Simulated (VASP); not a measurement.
# Fe (Fd-3m) in VASP: single point with PBEsol

Aim: the single point of Fe with PBEsol.

Everything below comes from runs of VASP 6.6.1. Logs are shortened: lines on timing, memory, paths and dates and some standing lists are left out, and cuts for length are marked.

## Step 1: The cell of the first run

The structure is cubic, space group Fd-3m (No. 227). The conventional cell has a = 4.804 Å, b = 4.804 Å, c = 4.804 Å, α = 90.00°, β = 90.00°, γ = 90.00°. Within 2.8 Å of Fe (site symmetry -43m) lie 4 Fe at 2.08 Å.

This isn't the form of Fe at room conditions, which is bcc.

## Step 2: Single point, PBEsol

Contents of INCAR:

```
PREC     = Accurate       # precision mode
ENCUT    = 690            # plane-wave cutoff, eV
EDIFF    = 1E-6           # SCF threshold, eV
ISMEAR   = 0              # smearing method
SIGMA    = 0.1            # smearing width, eV
LREAL    = F              # projectors in reciprocal space
LASPH    = T              # aspherical terms in the spheres
NELM     = 120            # most SCF steps
ALGO     = Normal         # electronic algorithm
ISIF     = 2              # what is computed and relaxed
LWAVE    = F              # write WAVECAR
LCHARG   = F              # write CHGCAR
GGA      = PS             # functional
NBANDS   = 23             # bands
GGA_COMPAT= F
```

Contents of KPOINTS:

```
Automatic mesh
0
Gamma
  20 20 20
```

Contents of POSCAR:

```
Fe
1.0
    0.0000000000      2.4020674735      2.4020674735
    2.4020674735      0.0000000000      2.4020674735
    2.4020674735      2.4020674735      0.0000000000
Fe
2
Direct
    0.0000000000      0.0000000000      0.0000000000
    0.2500000000      0.2500000000      0.2500000000
```

Potentials or basis: VASP PAW PBE potentials, release 64 (Fe_sv).

Command:

```sh
> cat potpaw_PBE.64/Fe_sv/POTCAR > POTCAR
> mpirun -np 1 vasp_std > vasp.out
```

OUTCAR:

```text
PREC = Accurate
   ENCUT = 690
   EDIFF = 1E-6
   ISMEAR = 0
   LREAL = F
   LASPH = T
   NELM = 120
   ISIF = 2
   GGA = PS

 ion  position               nearest neighbor table
   1  0.000  0.000  0.000-   2 2.08   2 2.08   2 2.08   2 2.08
   2  0.250  0.250  0.250-   1 2.08   1 2.08   1 2.08   1 2.08

  LATTYP: Found a face centered cubic cell.
 ALAT       =     4.8041349470

  Lattice vectors:

 A1 = (   0.0000000000,   2.4020674735,   2.4020674735)
 A2 = (   2.4020674735,   0.0000000000,   2.4020674735)
 A3 = (   2.4020674735,   2.4020674735,   0.0000000000)

Analysis of symmetry for initial positions (statically):
=====================================================================
 Subroutine PRICEL returns:
 Original cell was already a primitive cell.

 Routine SETGRP: Setting up the symmetry group for a
 face centered cubic supercell.

 Subroutine GETGRP returns: Found 48 space group operations
 (whereof 24 operations were pure point group operations)
 out of a pool of 48 trial point group operations.

The static configuration has the point symmetry T_d .
 The point group associated with its full space group is O_h .

Analysis of symmetry for dynamics (positions and initial velocities):
=====================================================================
 Subroutine PRICEL returns:
 Original cell was already a primitive cell.

 Routine SETGRP: Setting up the symmetry group for a
 face centered cubic supercell.

 Subroutine GETGRP returns: Found 48 space group operations
 (whereof 24 operations were pure point group operations)
 out of a pool of 48 trial point group operations.

The dynamic configuration has the point symmetry T_d .
 The point group associated with its full space group is O_h .

 Subroutine INISYM returns: Found 48 space group operations
 (whereof 24 operations are pure point group operations),
 and found     1 'primitive' translations

----------------------------------------------------------------------------------------

                                     Primitive cell

  volume of cell :      27.7195

  direct lattice vectors                    reciprocal lattice vectors
     0.000000000  2.402067473  2.402067473    -0.208154020  0.208154020  0.208154020
     2.402067473  0.000000000  2.402067473     0.208154020 -0.208154020  0.208154020
     2.402067473  2.402067473  0.000000000     0.208154020  0.208154020 -0.208154020

  length of vectors
     3.397036399  3.397036399  3.397036399     0.360533338  0.360533338  0.360533338

  position of ions in fractional coordinates (direct lattice)
     0.000000000  0.000000000  0.000000000
     0.250000000  0.250000000  0.250000000

  ion indices of the primitive-cell ions
   primitive index   ion index
                 1           1
                 2           2

----------------------------------------------------------------------------------------

 KPOINTS: Automatic mesh

Automatic generation of k-mesh.
 Grid dimensions read from file:
 generate k-points for:   20   20   20

 Generating k-lattice:

  Cartesian coordinates                     Fractional coordinates (reciprocal lattice)
    -0.010407701  0.010407701  0.010407701     0.050000000  0.000000000  0.000000000
     0.010407701 -0.010407701  0.010407701     0.000000000  0.050000000  0.000000000
     0.010407701  0.010407701 -0.010407701     0.000000000  0.000000000  0.050000000

  Length of vectors
     0.018026667  0.018026667  0.018026667

  Shift w.r.t. Gamma in fractional coordinates (k-lattice)
     0.000000000  0.000000000  0.000000000

 Subroutine IBZKPT returns following result:
 ===========================================

 Found    256 irreducible k-points:

 Following reciprocal coordinates:
            Coordinates               Weight
  0.000000  0.000000  0.000000      1.000000
  0.050000  0.000000  0.000000      8.000000
  0.100000  0.000000  0.000000      8.000000
  0.150000  0.000000  0.000000      8.000000
  0.200000  0.000000  0.000000      8.000000
  0.250000  0.000000  0.000000      8.000000
[... 16 lines left out ...]
 -0.400000  0.050000  0.000000     24.000000
 -0.350000  0.050000  0.000000     24.000000
 [... further k-points ...]
   k-points           NKPTS =    256   k-points in BZ     NKDIM =    256   number of bands    NBANDS=     23
   number of dos      NEDOS =    301   number of ions     NIONS =      2
   total plane-waves  NPLWV =  27000
   dimension x,y,z NGX =    30 NGY =   30 NGZ =   30
   dimension x,y,z NGXF=    60 NGYF=   60 NGZF=   60
   ions per type =               2
   NGX,Y,Z   is equivalent  to a cutoff of  14.68, 14.68, 14.68 a.u.
   NGXF,Y,Z  is equivalent  to a cutoff of  29.36, 29.36, 29.36 a.u.
 SYSTEM =  unknown system
   PREC   = accura    normal or accurate (medium, high low for compatibility)
   ISTART =      0    job   : 0-new  1-cont  2-samecut
   ICHARG =      2    charge: 1-file 2-atom 10-const
   ISPIN  =      1    spin polarized calculation?
   LNONCOLLINEAR =      F non collinear calculations
   LSORBIT =      F    spin-orbit coupling
   LASPH  =      T    aspherical Exc in radial PAW
   ENCUT  =  690.0 eV  50.71 Ry    7.12 a.u.   7.28  7.28  7.28*2*pi/ulx,y,z
   NELM   =    120;   NELMIN=  2; NELMDL= -5     # of ELM steps
   EDIFF  = 0.1E-05   stopping-criterion for ELM
   LREAL  =      F    real-space projection
   EDIFFG = 0.1E-04   stopping-criterion for IOM
   NSW    =      0    number of steps for IOM
   IBRION =     -1    ionic relax: 0-MD 1-quasi-New 2-CG
   NFREE  =      0    steps in history (QN), initial steepest desc. (CG)
   ISIF   =      2    stress and relaxation
   ISYM   =      2    0-nonsym 1-usesym 2-fastsym
   POTIM  = 0.5000    time-step for ionic-motion
   TEBEG  =    0.0;   TEEND  =   0.0 temperature during run
   PSTRESS=    0.0 pullay stress
   NELECT =      32.0000    total number of electrons
   NUPDOWN=      -1.0000    fix difference up-down
   EMIN   =  10.00;   EMAX   =-10.00  energy-range for DOS
   EFERMI =   0.00;   METHOD = LEGACY
   ISMEAR =     0;   SIGMA  =   0.10  broadening in eV -4-tet -1-fermi 0-gaus
   EFERMI_NEDOS =   21; number of points for ismear=-14 and -15
   IALGO  =     38    algorithm
   IMIX   =      4    mixing-type and parameters
     AMIX     =   0.40;   BMIX     =  1.00
     AMIX_MAG =   1.60;   BMIX_MAG =  1.00
  volume/ion in A,a.u.               =      13.86        93.53
  Fermi-wavevector in a.u.,A,eV,Ry     =   1.717366  3.245352 40.128306  2.949347
  Thomas-Fermi vector in A             =   2.794379
   LORBIT       =      0    0 simple, 1 ext, 2 COOP (PROOUT), +10 PAW based schemes
   GGA     = PS    functional components
   LHFCALC =     F    Hartree Fock is set to
   AEXX    =    0.0000 exact exchange contribution
   IVDW    =     0    specifies the selected vdW correction
   LEPSILON=     F    determine dielectric tensor
   LRPA    =     F    only Hartree local field effects (RPA)
 non-spin polarized calculation
 Gauss-broadening in eV      SIGMA  =   0.10
  energy-cutoff  :      690.00
  volume of cell :       27.72
 maximum number of plane-waves:      1159
 NGX is ok and might be reduce to    30
   NGX = 15   NGY = 15   NGZ = 15

 number of electron      32.0000015 magnetization

 Free energy of the ion-electron system (eV)
  ---------------------------------------------------
  ext. energy  EPLUGINS =         0.00000000
  ---------------------------------------------------
  free energy    TOTEN  =       -15.47072990 eV

  energy without entropy =      -15.45908573  energy(sigma->0) =      -15.46490782

 E-fermi :   8.9269     XC(G=0): -12.4105

 val. band max:        8.9226348106   @ k =   0.2500   0.2000   0.0000
 cond. band min:       8.9329545683   @ k =   0.3000   0.2000   0.0000
 fundamental gap:      0.0103197576
 Fermi energy:         8.9269120783

 k-point     1 :       0.0000    0.0000    0.0000
  band No.  band energies     occupation
      1     -77.9707      2.00000
      2     -77.5051      2.00000
      3     -44.3082      2.00000
      4     -44.3082      2.00000
      5     -44.3082      2.00000
      6     -43.6347      2.00000
[... 15 lines left out ...]
     22      23.5899      0.00000
     23      23.8318      0.00000

 k-point     2 :       0.0500    0.0000    0.0000
  band No.  band energies     occupation
      1     -77.9686      2.00000
      2     -77.5073      2.00000
      3     -44.3104      2.00000
      4     -44.3104      2.00000
      5     -44.3082      2.00000
      6     -43.6354      2.00000
[... 15 lines left out ...]
     22      23.0615      0.00000
     23      24.2685      0.00000

 k-point     3 :       0.1000    0.0000    0.0000
  band No.  band energies     occupation
      1     -77.9623      2.00000
      2     -77.5137      2.00000
      3     -44.3164      2.00000
      4     -44.3164      2.00000
      5     -44.3077      2.00000
      6     -43.6366      2.00000
[... 15 lines left out ...]
     22      22.4851      0.00000
     23      23.9164      0.00000

 k-point     4 :       0.1500    0.0000    0.0000
  band No.  band energies     occupation
      1     -77.9522      2.00000
      2     -77.5241      2.00000
      3     -44.3257      2.00000
      4     -44.3257      2.00000
      5     -44.3069      2.00000
      6     -43.6389      2.00000
[... 15 lines left out ...]
     22      21.9581      0.00000
     23      23.4611      0.00000

 k-point     5 :       0.2000    0.0000    0.0000
  band No.  band energies     occupation
      1     -77.9386      2.00000
      2     -77.5379      2.00000
      3     -44.3371      2.00000
      4     -44.3371      2.00000
      5     -44.3058      2.00000
      6     -43.6418      2.00000
[... 15 lines left out ...]
     22      21.4828      0.00000
     23      23.0194      0.00000

 k-point     6 :       0.2500    0.0000    0.0000
  band No.  band energies     occupation
      1     -77.9224      2.00000
      2     -77.5544      2.00000
      3     -44.3491      2.00000
      4     -44.3491      2.00000
      5     -44.3047      2.00000
      6     -43.6445      2.00000
[... 15 lines left out ...]
     22      21.0612      0.00000
     23      22.6294      0.00000

 k-point     7 :       0.3000    0.0000    0.0000
  band No.  band energies     occupation
      1     -77.9046      2.00000
      2     -77.5725      2.00000
      3     -44.3608      2.00000
      4     -44.3608      2.00000
      5     -44.3039      2.00000
      6     -43.6476      2.00000
[... 353 lines left out ...]
     22      19.9395      0.00000
     23      21.5244      0.00000

 k-point    21 :       0.5000    0.0500    0.0000
  band No.  band energies     occupation
      1     -77.8538      2.00000
      2     -77.6241      2.00000
      3     -44.3958      2.00000
      4     -44.3877      2.00000
      5     -44.2884      2.00000
      6     -43.6659      2.00000
[... 15 lines left out ...]
     22      19.7107      0.00000
     23      21.5065      0.00000

 k-point    22 :      -0.4500    0.0500    0.0000
  band No.  band energies     occupation
      1     -77.8553      2.00000
      2     -77.6226      2.00000
      3     -44.3965      2.00000
      4     -44.3858      2.00000
      5     -44.2887      2.00000
      6     -43.6655      2.00000
[... 15 lines left out ...]
     22      19.9233      0.00000
     23      21.5612      0.00000

 k-point    23 :      -0.4000    0.0500    0.0000
  band No.  band energies     occupation
      1     -77.8645      2.00000
      2     -77.6132      2.00000
      3     -44.3935      2.00000
      4     -44.3804      2.00000
      5     -44.2895      2.00000
      6     -43.6639      2.00000
[... 15 lines left out ...]
     22      20.2417      0.00000
     23      21.6870      0.00000

 k-point    24 :      -0.3500    0.0500    0.0000
  band No.  band energies     occupation
      1     -77.8793      2.00000
      2     -77.5983      2.00000
      3     -44.3872      2.00000
      4     -44.3721      2.00000
      5     -44.2909      2.00000
      6     -43.6615      2.00000
[... 15 lines left out ...]
     22      20.6499      0.00000
     23      21.8854      0.00000

 [... further k-points ...]

------------------------ aborting loop because EDIFF is reached ----------------------------------------

  FORCE on cell =-STRESS in cart. coord.  units (eV):
  Direction    XX          YY          ZZ          XY          YZ          ZX
  --------------------------------------------------------------------------------------
  -------------------------------------------------------------------------------------
  Total       -0.2034464     -0.2034464     -0.2034464      0.0000000      0.0000000      0.0000000
  in kB      -11.7591259    -11.7591259    -11.7591259      0.0000000      0.0000000      0.0000000
  external PRESSURE =     -11.7591259 kB  Pullay stress =       0.0000000 kB

 VOLUME and BASIS-vectors are now :
 -----------------------------------------------------------------------------
  energy-cutoff  :      690.00
  volume of cell :       27.72
      direct lattice vectors                 reciprocal lattice vectors
     0.000000000  2.402067473  2.402067473    -0.208154020  0.208154020  0.208154020
     2.402067473  0.000000000  2.402067473     0.208154020 -0.208154020  0.208154020
     2.402067473  2.402067473  0.000000000     0.208154020  0.208154020 -0.208154020

 POSITION                                       TOTAL-FORCE (eV/Angst)
 -----------------------------------------------------------------------------------
      0.00000      0.00000      0.00000        -0.000000      0.000000      0.000000
      1.20103      1.20103      1.20103         0.000000     -0.000000     -0.000000
 -----------------------------------------------------------------------------------
    total drift:                                0.000000      0.000000      0.000000

  FREE ENERGIE OF THE ION-ELECTRON SYSTEM (eV)
  ---------------------------------------------------
  free  energy   TOTEN  =       -15.4707299022 eV

  energy  without entropy=      -15.4590857313  energy(sigma->0) =      -15.46490782
```

Run time: 2 min. Hardware: 1 thread of Intel Xeon Platinum 8488C (Sapphire Rapids), shared host; peak memory 0.31 GiB.

Results:

| Property | Result |
| --- | --- |
| Free energy | -15.4707 eV |
| Pressure | -1.2 GPa |
| Band gap on the k mesh | zero (bands 16 and 17 overlap by 0.79 eV) |

Levels at points of the mesh, in eV from the Fermi level:
| k point | band 13 | band 14 | band 15 | band 16 | band 17 | band 18 | band 19 | band 20 |
| --- | --- | --- | --- | --- | --- | --- | --- | --- |
| (0.00, 0.00, 0.00) | -2.56 | -2.56 | -0.41 | -0.41 | -0.41 | 1.34 | 1.34 | 14.66 |
| (0.50, 0.00, 0.00) | -2.59 | -2.59 | -1.16 | 0.20 | 0.20 | 1.07 | 1.07 | 2.63 |
| (0.50, 0.50, 0.00) | -1.41 | -1.41 | -0.77 | -0.77 | 1.29 | 1.29 | 2.85 | 2.85 |

Caveat: the PAW data sets were made with another functional, which shifts forces and pressure a little; the run has no spin polarisation, though such a crystal can be magnetic. Spin polarisation is off, so any magnetic state and its effect on volume and gap are missing.
